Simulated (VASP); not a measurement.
# Ge (R-3) in VASP: further runs, part 2 of 3

VASP 6.6.1. Earlier steps stand in the parts before.

## (3) Single point, LDA

This run uses another cell than the first one, of 21.18 Å³/atom.

Input file INCAR:

```
SYSTEM = Ge
ALGO = Fast ; EDIFF = 1E-7
ENCUT = 520 ; ISIF = 2
ISMEAR = 0 ; LASPH = .True.
LCHARG = .False. ; LREAL = .False.
LWAVE = .False. ; NBANDS = 66
NELM = 60 ; PREC = Accurate
SIGMA = 0.15
```

Input file KPOINTS:

```
k-points
0
Gamma
  9 9 9
  0 0 0
```

Input file POSCAR:

```
Ge
1.0
    5.0265000000      2.9020511281      1.9360574366
   -5.0265000000      2.9020511281      1.9360574366
    0.0000000000     -5.8041022562      1.9360574366
Ge
8
Direct
    0.7160372198      0.7160372198      0.7160372198
    0.2839627802      0.2839627802      0.2839627802
    0.0289443365      0.7253625346      0.5322921793
    0.5322921793      0.0289443365      0.7253625346
    0.7253625346      0.5322921793      0.0289443365
    0.9710556635      0.2746374654      0.4677078207
    0.4677078207      0.9710556635      0.2746374654
    0.2746374654      0.4677078207      0.9710556635
```

Potentials or basis: VASP PAW LDA potentials, release 64 (Ge_d).

Command:

```console
$ cat potpaw_LDA.64/Ge_d/POTCAR > POTCAR
$ mpirun -np 1 vasp_std > vasp.out
```

OUTCAR:

```text
SYSTEM = Ge
   EDIFF = 1E-7
   ENCUT = 520
   ISIF = 2
   ISMEAR = 0
   LASPH = .True.
   LREAL = .False.
   NELM = 60
   PREC = Accurate

 ion  position               nearest neighbor table
   1  0.716  0.716  0.716-   2 2.51   4 2.53   3 2.53   5 2.53
   2  0.284  0.284  0.284-   1 2.51   7 2.53   6 2.53   8 2.53
   3  0.029  0.725  0.532-   4 2.50   5 2.50   6 2.52   1 2.53
   4  0.532  0.029  0.725-   5 2.50   3 2.50   7 2.52   1 2.53
   5  0.725  0.532  0.029-   4 2.50   3 2.50   8 2.52   1 2.53
   6  0.971  0.275  0.468-   7 2.50   8 2.50   3 2.52   2 2.53
   7  0.468  0.971  0.275-   8 2.50   6 2.50   4 2.52   2 2.53
   8  0.275  0.468  0.971-   7 2.50   6 2.50   5 2.52   2 2.53

  LATTYP: Found a trigonal (rhomboedric) cell.
 ALAT       =     6.1184901240
 COS(alpha) =    -0.3498106261

  Lattice vectors:

 A1 = (   5.0265000000,   2.9020511281,   1.9360574366)
 A2 = (  -5.0265000000,   2.9020511281,   1.9360574366)
 A3 = (   0.0000000000,  -5.8041022562,   1.9360574366)

Analysis of symmetry for initial positions (statically):
=====================================================================
 Subroutine PRICEL returns:
 Original cell was already a primitive cell.

 Routine SETGRP: Setting up the symmetry group for a
 trigonal (rhombohedral) supercell.

 Subroutine GETGRP returns: Found  6 space group operations
 (whereof  6 operations were pure point group operations)
 out of a pool of 12 trial point group operations.

The static configuration has the point symmetry S_6 .

Analysis of symmetry for dynamics (positions and initial velocities):
=====================================================================
 Subroutine PRICEL returns:
 Original cell was already a primitive cell.

 Routine SETGRP: Setting up the symmetry group for a
 trigonal (rhombohedral) supercell.

 Subroutine GETGRP returns: Found  6 space group operations
 (whereof  6 operations were pure point group operations)
 out of a pool of 12 trial point group operations.

The dynamic configuration has the point symmetry S_6 .

 Subroutine INISYM returns: Found  6 space group operations
 (whereof  6 operations are pure point group operations),
 and found     1 'primitive' translations

----------------------------------------------------------------------------------------

                                     Primitive cell

  volume of cell :     169.4495

  direct lattice vectors                    reciprocal lattice vectors
     5.026500000  2.902051128  1.936057437     0.099472794  0.057430645  0.172171201
    -5.026500000  2.902051128  1.936057437    -0.099472794  0.057430645  0.172171201
     0.000000000 -5.804102256  1.936057437     0.000000000 -0.114861289  0.172171201

  length of vectors
     6.118490124  6.118490124  6.118490124     0.206968689  0.206968689  0.206968689

  position of ions in fractional coordinates (direct lattice)
     0.716037220  0.716037220  0.716037220
     0.283962780  0.283962780  0.283962780
     0.028944336  0.725362535  0.532292179
     0.532292179  0.028944336  0.725362535
     0.725362535  0.532292179  0.028944336
     0.971055664  0.274637465  0.467707821
     0.467707821  0.971055664  0.274637465
     0.274637465  0.467707821  0.971055664

  ion indices of the primitive-cell ions
   primitive index   ion index
                 1           1
[... 59 lines left out ...]
 -0.444444 -0.000000 -0.222222      6.000000
 [... further k-points ...]
   k-points           NKPTS =    125   k-points in BZ     NKDIM =    125   number of bands    NBANDS=     66
   number of dos      NEDOS =    301   number of ions     NIONS =      8
   total plane-waves  NPLWV = 110592
   dimension x,y,z NGX =    48 NGY =   48 NGZ =   48
   dimension x,y,z NGXF=    96 NGYF=   96 NGZF=   96
   ions per type =               8
   NGX,Y,Z   is equivalent  to a cutoff of  13.04, 13.04, 13.04 a.u.
   NGXF,Y,Z  is equivalent  to a cutoff of  26.08, 26.08, 26.08 a.u.
 SYSTEM =  Ge
   PREC   = accura    normal or accurate (medium, high low for compatibility)
   ISTART =      0    job   : 0-new  1-cont  2-samecut
   ICHARG =      2    charge: 1-file 2-atom 10-const
   ISPIN  =      1    spin polarized calculation?
   LNONCOLLINEAR =      F non collinear calculations
   LSORBIT =      F    spin-orbit coupling
   LASPH  =      T    aspherical Exc in radial PAW
   ENCUT  =  520.0 eV  38.22 Ry    6.18 a.u.  11.38 11.38 11.38*2*pi/ulx,y,z
   NELM   =     60;   NELMIN=  2; NELMDL= -5     # of ELM steps
   EDIFF  = 0.1E-06   stopping-criterion for ELM
   LREAL  =      F    real-space projection
   EDIFFG = 0.1E-05   stopping-criterion for IOM
   NSW    =      0    number of steps for IOM
   IBRION =     -1    ionic relax: 0-MD 1-quasi-New 2-CG
   NFREE  =      0    steps in history (QN), initial steepest desc. (CG)
   ISIF   =      2    stress and relaxation
   ISYM   =      2    0-nonsym 1-usesym 2-fastsym
   POTIM  = 0.5000    time-step for ionic-motion
   TEBEG  =    0.0;   TEEND  =   0.0 temperature during run
   PSTRESS=    0.0 pullay stress
   NELECT =     112.0000    total number of electrons
   NUPDOWN=      -1.0000    fix difference up-down
   EMIN   =  10.00;   EMAX   =-10.00  energy-range for DOS
   EFERMI =   0.00;   METHOD = LEGACY
   ISMEAR =     0;   SIGMA  =   0.15  broadening in eV -4-tet -1-fermi 0-gaus
   EFERMI_NEDOS =   21; number of points for ismear=-14 and -15
   IALGO  =     68    algorithm
   IMIX   =      4    mixing-type and parameters
     AMIX     =   0.40;   BMIX     =  1.00
     AMIX_MAG =   1.60;   BMIX_MAG =  1.00
  volume/ion in A,a.u.               =      21.18       142.94
  Fermi-wavevector in a.u.,A,eV,Ry     =   1.426048  2.694840 27.668977  2.033612
  Thomas-Fermi vector in A             =   2.546367
   LORBIT       =      0    0 simple, 1 ext, 2 COOP (PROOUT), +10 PAW based schemes
   GGA     = CA    functional components
   LHFCALC =     F    Hartree Fock is set to
   AEXX    =    0.0000 exact exchange contribution
   IVDW    =     0    specifies the selected vdW correction
   LEPSILON=     F    determine dielectric tensor
   LRPA    =     F    only Hartree local field effects (RPA)
 non-spin polarized calculation
 RMM-DIIS sequential band-by-band and
 Gauss-broadening in eV      SIGMA  =   0.15
  energy-cutoff  :      520.00
  volume of cell :      169.45
 maximum number of plane-waves:      4606
 NGX is ok and might be reduce to    48
   NGX = 23   NGY = 23   NGZ = 23

 number of electron     111.9999995 magnetization

 Free energy of the ion-electron system (eV)
  ---------------------------------------------------
  ext. energy  EPLUGINS =         0.00000000
  ---------------------------------------------------
  free energy    TOTEN  =       -40.47207089 eV

  energy without entropy =      -40.45809627  energy(sigma->0) =      -40.46508358

 E-fermi :   5.0762     XC(G=0): -10.7817

 val. band max:        5.0650477551   @ k =   0.4444   0.3333   0.3333
 cond. band min:       5.0821677808   @ k =   0.4444   0.0000   0.0000
 fundamental gap:      0.0171200257
 Fermi energy:         5.0762294619

 k-point     1 :       0.0000    0.0000    0.0000
  band No.  band energies     occupation
      1     -19.6894      2.00000
      2     -19.6894      2.00000
      3     -19.6850      2.00000
      4     -19.6734      2.00000
      5     -19.6734      2.00000
      6     -19.6584      2.00000
[... 1645 lines left out ...]
     65       9.5517      0.00000
     66       9.7687      0.00000

 [... further k-points ...]

------------------------ aborting loop because EDIFF is reached ----------------------------------------

  FORCE on cell =-STRESS in cart. coord.  units (eV):
  Direction    XX          YY          ZZ          XY          YZ          ZX
  --------------------------------------------------------------------------------------
  -------------------------------------------------------------------------------------
  Total       -5.3558438     -5.3558438     -1.5321796     -0.0000001      0.0000000     -0.0000000
  in kB      -50.6405310    -50.6405310    -14.4870522     -0.0000005      0.0000000     -0.0000000
  external PRESSURE =     -38.5893714 kB  Pullay stress =       0.0000000 kB

 VOLUME and BASIS-vectors are now :
 -----------------------------------------------------------------------------
  energy-cutoff  :      520.00
  volume of cell :      169.45
      direct lattice vectors                 reciprocal lattice vectors
     5.026500000  2.902051128  1.936057437     0.099472794  0.057430645  0.172171201
    -5.026500000  2.902051128  1.936057437    -0.099472794  0.057430645  0.172171201
     0.000000000 -5.804102256  1.936057437     0.000000000 -0.114861289  0.172171201

 POSITION                                       TOTAL-FORCE (eV/Angst)
 -----------------------------------------------------------------------------------
      0.00000      0.00000      4.15887         0.000000     -0.000000      0.137844
      0.00000      0.00000      1.64930         0.000000     -0.000000     -0.137844
     -3.50055     -0.90044      2.49093         0.106101     -0.195969     -0.109189
      2.53008     -2.58134      2.49093         0.116663      0.189870     -0.109189
      0.97047      3.48178      2.49093        -0.222764      0.006098     -0.109189
      3.50055      0.90044      3.31724        -0.106101      0.195969      0.109189
     -2.53008      2.58134      3.31724        -0.116663     -0.189870      0.109189
     -0.97047     -3.48178      3.31724         0.222764     -0.006098      0.109189
 -----------------------------------------------------------------------------------
    total drift:                               -0.000000      0.000000      0.000000

  FREE ENERGIE OF THE ION-ELECTRON SYSTEM (eV)
  ---------------------------------------------------
  free  energy   TOTEN  =       -40.4720708866 eV

  energy  without entropy=      -40.4580962651  energy(sigma->0) =      -40.46508358
```

Run time: 47 min. Hardware: 1 thread of Oxide Virtual Turin-like, shared host; peak memory 0.86 GiB.

Results:

```
Free energy            : -40.4721 eV
Pressure               : -3.9 GPa
Largest force          : 0.248 eV/Å
Band gap on the k mesh : zero (bands 56 and 57 overlap by 0.46 eV)
```

Forces in eV/Å, atoms in the order of the input:
```
Ge   0.000  0.000  0.138
Ge   0.000  0.000 -0.138
Ge   0.106 -0.196 -0.109
Ge   0.117  0.190 -0.109
Ge  -0.223  0.006 -0.109
Ge  -0.106  0.196  0.109
Ge  -0.117 -0.190  0.109
Ge   0.223 -0.006  0.109
```

Stress tensor (GPa, compression positive):
```
-5.06  0.00  0.00
 0.00 -5.06  0.00
 0.00  0.00 -1.45
```

Levels at points of the mesh, in eV from the Fermi level:
```
           k point  band 52  band 53  band 54  band 55  band 56  band 57  band 58  band 59  band 60  band 61
(0.00, 0.00, 0.00)    -3.39    -3.39    -1.07    -1.07    -0.60     1.50     1.86     1.86     4.01     4.36
```

Caveat: the cell stands under tension; semilocal functionals underestimate gaps, and a narrow one can read as zero.

[end of part 2 of 3]

The gap in the log of VASP goes by the Fermi energy; the results here count the filled bands.